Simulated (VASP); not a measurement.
B, 1 atom in the cell. It takes space group Fm-3m (No. 225, cubic). Conventional cell: a = 2.855 Å, b = 2.855 Å, c = 2.855 Å, α = 90.00°, β = 90.00°, γ = 90.00°. B (site symmetry m-3m) has 12 B at 2.02 Å within 2.7 Å. 

| Property | Result |
| --- | --- |
| Program | VASP 6.6.1 |
| Task | single point |
| Functional | r2SCAN0 |
| Potentials or basis | VASP PAW PBE potentials, release 64 (B) |
| Cutoff | 520 eV |
| k mesh | 10 × 10 × 10 |
| Occupations | fermi-dirac, width 0.1 eV |
| Spin | no spin polarisation |
| Dipole correction | no |
| Grid for exact exchange (PRECFOCK) | Normal |
| Further INCAR settings | ALGO = Normal; EDIFF = 1e-07; NBANDS = 8 |

Potentials or basis: VASP PAW PBE potentials, release 64 (B).

Command:

```bash
$ cat potpaw_PBE.64/B/POTCAR > POTCAR
$ cp INCAR.step1 INCAR
$ mpirun -np 1 vasp_std > vasp.out
$ cp INCAR.step2 INCAR
$ mpirun -np 1 vasp_std > vasp.out
```

Hardware: 1 thread of Intel(R) Xeon(R) Platinum 8259CL CPU @ 2.50GHz (Skylake/Cascade Lake) (shared host).

Q: Estimate the wall time of this run.

A: Wall time 5.7 min on 1 thread of Intel(R) Xeon(R) Platinum 8259CL CPU @ 2.50GHz (Skylake/Cascade Lake), with other jobs on the host, peak memory 0.12 GiB. Counts: k points 47.
